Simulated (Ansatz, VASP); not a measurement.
**LiF: VASP beside Ansatz**

Contents of POSCAR:

```
LiF
1.0
    0.4909218472      2.2869773857      2.2869773857
    2.2869773857      0.4909218472      2.2869773857
    2.2869773857      2.2869773857      0.4909218472
Li F
1 1
Direct
    0.0000000000      0.0000000000      0.0000000000
    0.5000000000      0.5000000000      0.5000000000
```

Contents of INCAR.step1:

```
SYSTEM = LiF
PREC = Accurate ; ENCUT = 520
ISMEAR = 0 ; SIGMA = 0.05
LREAL = .FALSE. ; LASPH = .TRUE.
NELM = 60 ; NBANDS = 12
GGA = PE ; ALGO = Normal
EDIFF = 1E-4 ; LWAVE = .TRUE.
LCHARG = .FALSE.
```

File INCAR.step2:

```
SYSTEM = LiF
PREC = Accurate ; ENCUT = 520
EDIFF = 1E-7 ; ISMEAR = 0
SIGMA = 0.05 ; LREAL = .FALSE.
LASPH = .TRUE. ; NELM = 60
ALGO = Normal ; ISIF = 2
LWAVE = .FALSE. ; LCHARG = .FALSE.
METAGGA = R2SCAN ; LMIXTAU = .TRUE.
NBANDS = 12 ; ISTART = 1
```

File KPOINTS:

```
Automatic mesh
0
G
  12 12 12
  0 0 0
```

Input for Ansatz:

```yaml
crystal:
  lattice:
    - [0.4909218472, 2.2869773857, 2.2869773857]
    - [2.2869773857, 0.4909218472, 2.2869773857]
    - [2.2869773857, 2.2869773857, 0.4909218472]
  atoms:
    - { symbol: Li, position: [0.0, 0.0, 0.0] }
    - { symbol: F, position: [0.5, 0.5, 0.5] }
basis:
  ecutwfc: 500
kpoints:
  mp_grid: { grid: [12, 12, 12] }
hamiltonian:
  xc: r2scan
scf:
  occupations: { method: gaussian, width: 0.05 }
output:
  forces: true
  stress: true
  eigenvalues: true
```

Alike in both runs: task single point; functional r2SCAN; k mesh 12 × 12 × 12; occupations gaussian, width 0.05 eV; no spin polarisation.

|  | VASP | Ansatz |
| --- | --- | --- |
| version | VASP 6.6.1 | Ansatz 0.2.0 |
| potentials or method | VASP PAW PBE potentials, release 64 (Li_sv, F), cutoff 520 eV | scalar-relativistic, plane waves, PAW |
| valence electrons in the cell | 10 | 10 |

```tsv
	VASP	Ansatz	Ansatz less VASP
gap on the k mesh at the Fermi level (eV)	8.06	7.84	-0.217
least direct gap on the mesh (eV)	8.06	7.84	-0.217
```

VASP's potentials were made for PBE, not for r2SCAN. The functional is the same, so the differences come from potentials, cutoffs and numerics.

Noted on VASP's run: the cutoff is under 1.25 times that of the potentials, so the pressure is a little rough.
